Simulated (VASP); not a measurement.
AgI, 2 atoms in the cell. The structure is cubic, space group F-43m (No. 216). Conventional cell: a = 6.577 Å, b = 6.577 Å, c = 6.577 Å, α = 90.00°, β = 90.00°, γ = 90.00°. Ag (site symmetry -43m) has 4 I at 2.85 Å within 3.8 Å. Within 3.8 Å of I (site symmetry -43m) lie 4 Ag at 2.85 Å. 

```yaml
Program: VASP 6.6.1
Task: single point
Functional: PBE
Potentials_or_basis: VASP PAW PBE potentials, release 64 (Ag, I)
Cutoff: 500 eV
k_mesh: 6 × 6 × 6
Occupations: gaussian, width 0.01 eV
Spin: no spin polarisation
Dipole_correction: no
Further_INCAR_settings: ALGO = Normal; EDIFF = 1e-06; NBANDS = 16
```

Potentials or basis: VASP PAW PBE potentials, release 64 (Ag, I).

Command:

```bash
$ cat potpaw_PBE.64/Ag/POTCAR potpaw_PBE.64/I/POTCAR > POTCAR
$ mpirun -np 1 vasp_std > vasp.out
```

Hardware: 1 thread of Intel Xeon 8259CL (shared host).

Task: How long does it take, and how much memory?

Result: Run time: 29 s on 1 thread of Intel Xeon 8259CL (shared host), peak memory 0.21 GiB. Counts: scf iterations 12, k points 16.
